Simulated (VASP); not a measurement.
AlNi: single point with PBE

Crystal: AlNi.

```
Ni Al
1.0
     1.92568   -1.94008    0.00000
     1.92568    1.94008    0.00000
     0.00000    0.00000    3.07863
Ni Al
1 1
Direct
  0.50000 0.50000 0.50000
  0.00000 0.00000 0.00000
```

- Program: VASP 6.6.1
- Task: single point
- Functional: PBE
- Potentials or basis: VASP PAW PBE potentials, release 64 (Ni, Al)
- Cutoff: 520 eV
- k mesh: 10 × 10 × 9
- Occupations: fermi-dirac, width 0.05 eV
- Spin: collinear spin, ferromagnetic start
- Starting moments: [1.0, 0.0] μB

```
Pressure                                              : 10.0 GPa
Net moment                                            : 0.00 μB per cell
Valence electrons inside the program's atomic spheres : Ni 9.53; Al 0.82
```

Stress tensor (GPa, compression positive):
```
13.42  0.00  0.00
 0.00 11.63  0.00
 0.00  0.00  4.92
```

Levels at points of the mesh, in eV from the Fermi level:
Spin up:
```tsv
k point	band 3	band 4	band 5	band 6	band 7	band 8	band 9	band 10	band 11	band 12
(0.00, 0.00, 0.00)	-3.36	-1.69	-1.67	-1.38	2.99	7.17	7.21	7.25	8.72	15.00
(0.50, 0.00, 0.00)	-2.86	-2.82	-2.12	-1.55	-0.35	7.88	7.96	9.56	11.78	12.96
(0.50, 0.50, 0.00)	-2.50	-2.50	-2.48	-2.35	-0.85	2.29	3.40	10.99	13.70	13.83
```
Spin down:
```
           k point  band 5  band 6  band 7  band 8  band 9  band 10
(0.00, 0.00, 0.00)   -1.67   -1.38    2.99    7.17    7.21     7.25
(0.50, 0.00, 0.00)   -2.12   -1.56   -0.35    7.88    7.96     9.56
(0.50, 0.50, 0.00)   -2.48   -2.35   -0.85    2.29    3.40    10.99
```

Run time: 37 s on 1 thread of Intel(R) Xeon(R) 6975P-C (Granite Rapids) (shared host), peak memory 0.21 GiB.
